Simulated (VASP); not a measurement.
# SnSe (I4mm) in VASP: notebook, part 2 of 2

VASP 6.6.1. The steps go on from the part before.

## 3. Single point, PBEsol

File INCAR:

```
PREC     = Accurate       # precision mode
ENCUT    = 520            # plane-wave cutoff, eV
EDIFF    = 1E-6           # SCF threshold, eV
ISMEAR   = 0              # smearing method
SIGMA    = 0.05           # smearing width, eV
LREAL    = False          # projectors in reciprocal space
LASPH    = True           # aspherical terms in the spheres
NELM     = 60             # most SCF steps
ALGO     = Normal         # electronic algorithm
ISIF     = 2              # what is computed and relaxed
LWAVE    = False          # write WAVECAR
LCHARG   = True           # write CHGCAR
GGA      = PS             # functional
LELF     = True           # ELF
LVHAR    = True         
NBANDS   = 17             # bands
```

File KPOINTS:

```
regular mesh
0
Gamma
  8 8 8
```

File POSCAR:

```
SnSe
1.0
    0.0000000000      3.0100000000      3.0100000000
    3.0100000000      0.0000000000      3.0100000000
    3.0100000000      3.0100000000      0.0000000000
Sn Se
1 1
Direct
    0.0000000000      0.0000000000      0.0000000000
    0.4813122924      0.4813122924      0.5186877076
```

Potentials or basis: VASP PAW PBE potentials, release 64 (Sn_d, Se).

The run is started by

```sh
> cat potpaw_PBE.64/Sn_d/POTCAR potpaw_PBE.64/Se/POTCAR > POTCAR
> mpirun -np 1 vasp_std > vasp.out
```

OUTCAR:

```text
PREC = Accurate
   ENCUT = 520
   EDIFF = 1E-6
   ISMEAR = 0
   LREAL = False
   LASPH = True
   NELM = 60
   ISIF = 2
   GGA = PS

 ion  position               nearest neighbor table
   1  0.000  0.000  0.000-   2 2.90   2 3.01   2 3.01   2 3.01   2 3.01   2 3.12
   2  0.481  0.481  0.519-   1 2.90   1 3.01   1 3.01   1 3.01   1 3.01   1 3.12

  LATTYP: Found a face centered cubic cell.
 ALAT       =     6.0200000000

  Lattice vectors:

 A1 = (   0.0000000000,   3.0100000000,   3.0100000000)
 A2 = (   3.0100000000,   0.0000000000,   3.0100000000)
[... 649 lines left out ...]
      5     -16.0173      2.00000
      6      -7.3809      2.00000
[... 9 lines left out ...]
     16      16.0671      0.00000
     17      16.7860      0.00000

 [... further k-points ...]
[... 5 lines left out ...]
  --------------------------------------------------------------------------------------
  -------------------------------------------------------------------------------------
  Total       -0.6293561     -0.6293561     -0.5086916      0.0000000      0.0000000      0.0000000
  in kB      -18.4874734    -18.4874734    -14.9429257      0.0000000      0.0000000      0.0000000
  external PRESSURE =     -17.3059575 kB  Pullay stress =       0.0000000 kB

 VOLUME and BASIS-vectors are now :
 -----------------------------------------------------------------------------
  energy-cutoff  :      520.00
  volume of cell :       54.54
      direct lattice vectors                 reciprocal lattice vectors
     0.000000000  3.010000000  3.010000000    -0.166112957  0.166112957  0.166112957
     3.010000000  0.000000000  3.010000000     0.166112957 -0.166112957  0.166112957
     3.010000000  3.010000000  0.000000000     0.166112957  0.166112957 -0.166112957

 POSITION                                       TOTAL-FORCE (eV/Angst)
 -----------------------------------------------------------------------------------
      0.00000      0.00000      0.00000         0.000000      0.000000     -0.017944
      3.01000      3.01000      2.89750         0.000000      0.000000      0.017944
 -----------------------------------------------------------------------------------
    total drift:                                0.000000      0.000000     -0.000307

  FREE ENERGIE OF THE ION-ELECTRON SYSTEM (eV)
  ---------------------------------------------------
  free  energy   TOTEN  =        -8.9735015844 eV

  energy  without entropy=       -8.9735015844  energy(sigma->0) =       -8.97350158
```

OSZICAR:

```text
N       E                     dE             d eps       ncg     rms          rms(c)
DAV:   1     0.131810489180E+03    0.13181E+03   -0.98395E+03  2041   0.143E+03
DAV:   2     0.340361687270E+01   -0.12841E+03   -0.12416E+03  2199   0.347E+02
DAV:   3    -0.882054790819E+01   -0.12224E+02   -0.12141E+02  2370   0.934E+01
DAV:   4    -0.913434898448E+01   -0.31380E+00   -0.31347E+00  2518   0.158E+01
DAV:   5    -0.914326625004E+01   -0.89173E-02   -0.89168E-02  2795   0.262E+00    0.303E+00
DAV:   6    -0.897766536764E+01    0.16560E+00   -0.40586E-01  2977   0.410E+00    0.181E+00
DAV:   7    -0.897359318894E+01    0.40722E-02   -0.66381E-02  2443   0.127E+00    0.862E-01
DAV:   8    -0.897362109940E+01   -0.27910E-04   -0.65779E-03  2554   0.684E-01    0.838E-02
DAV:   9    -0.897347755706E+01    0.14354E-03   -0.10896E-03  2850   0.251E-01    0.438E-02
DAV:  10    -0.897350010549E+01   -0.22548E-04   -0.10195E-04  2443   0.622E-02    0.858E-03
DAV:  11    -0.897350158381E+01   -0.14783E-05   -0.63996E-06  2647   0.200E-02    0.247E-03
DAV:  12    -0.897350158444E+01   -0.63210E-09   -0.36411E-07  1452   0.660E-03
   1 F= -.89735016E+01 E0= -.89735016E+01  d E =-.408044E-17
```

Run time: 29 s. Hardware: 1 thread of Intel Xeon Platinum 8259CL at 2.50GHz (Skylake/Cascade Lake), shared host; peak memory 0.21 GiB.

What came out:

```
Free energy            : -8.9735 eV
Pressure               : -1.7 GPa
Largest force          : 0.018 eV/Å
Band gap on the k mesh : 0.70 eV, direct
```

Forces on the atoms (eV/Å):
```
Sn   0.000  0.000 -0.018
Se   0.000  0.000  0.018
```

Stress tensor (GPa, compression positive):
```
-1.85  0.00  0.00
 0.00 -1.85  0.00
 0.00  0.00 -1.49
```

Caveat: the cell differs from its parent crystal (all Se atoms moved +0.113 Å, as atom 2 towards its neighbour atom 1 (Sn) at 3.010 Å); the PAW data sets were made with another functional, which shifts forces and pressure a little; spin-orbit coupling is left out, which moves the levels of the heavy elements. A k mesh can miss the band edges.

## 4. Single point, PBEsol

File INCAR:

```
SYSTEM = SnSe
ALGO = Normal
EDIFF = 1E-6
ENCUT = 520
GGA = PS
ISIF = 2
ISMEAR = 0
LASPH = .True.
LCHARG = .True.
LELF = .True.
LREAL = .False.
LVHAR = .True.
LWAVE = .False.
NBANDS = 17
NELM = 100
PREC = Accurate
SIGMA = 0.05
```

File KPOINTS:

```
k-points
0
Gamma
  8 8 8
  0 0 0
```

POSCAR: that of step 3 with these lines changed.

```diff
@@ -9,2 +9,2 @@
     0.0000000000      0.0000000000      0.0000000000
-    0.4813122924      0.4813122924      0.5186877076
+    0.4937707641      0.4937707641      0.5062292359
```

The run is started by

```sh
> cat potpaw_PBE.64/Sn_d/POTCAR potpaw_PBE.64/Se/POTCAR > POTCAR
> mpirun -np 1 vasp_std > vasp.out
```

Wall time 29 s (1 thread of Intel Xeon Platinum 8259CL at 2.50GHz (Skylake/Cascade Lake), shared host); peak memory 0.21 GiB.

Results (log left out):

```yaml
Free_energy: -8.9739 eV
Pressure: -1.9 GPa
Band_gap_on_the_k_mesh: 0.66 eV, direct
```

Levels at points of the mesh, in eV from the valence-band top:
| k point | band 6 | band 7 | band 8 | band 9 | band 10 | band 11 | band 12 | band 13 | band 14 | band 15 |
| --- | --- | --- | --- | --- | --- | --- | --- | --- | --- | --- |
| (0.00, 0.00, 0.00) | -13.79 | -5.02 | -2.10 | -2.09 | -2.09 | 4.36 | 4.36 | 4.38 | 5.89 | 5.90 |
| (0.50, 0.00, 0.00) | -12.85 | -7.99 | -1.86 | -1.85 | 0.00 | 0.66 | 1.30 | 1.31 | 8.21 | 10.13 |
| (0.50, 0.50, 0.00) | -12.57 | -5.98 | -5.38 | -3.56 | -3.56 | 3.01 | 5.41 | 5.41 | 6.02 | 10.55 |
| (0.00, 0.50, 0.50) | -12.57 | -5.95 | -5.41 | -3.56 | -3.56 | 3.00 | 5.42 | 5.42 | 6.02 | 10.54 |

Caveat: the cell differs from its parent crystal (all Se atoms moved +0.037 Å, as atom 2 towards its neighbour atom 1 (Sn) at 3.010 Å); the PAW data sets were made with another functional, which shifts forces and pressure a little; spin-orbit coupling is left out, which moves the levels of the heavy elements. A k mesh can miss the band edges.
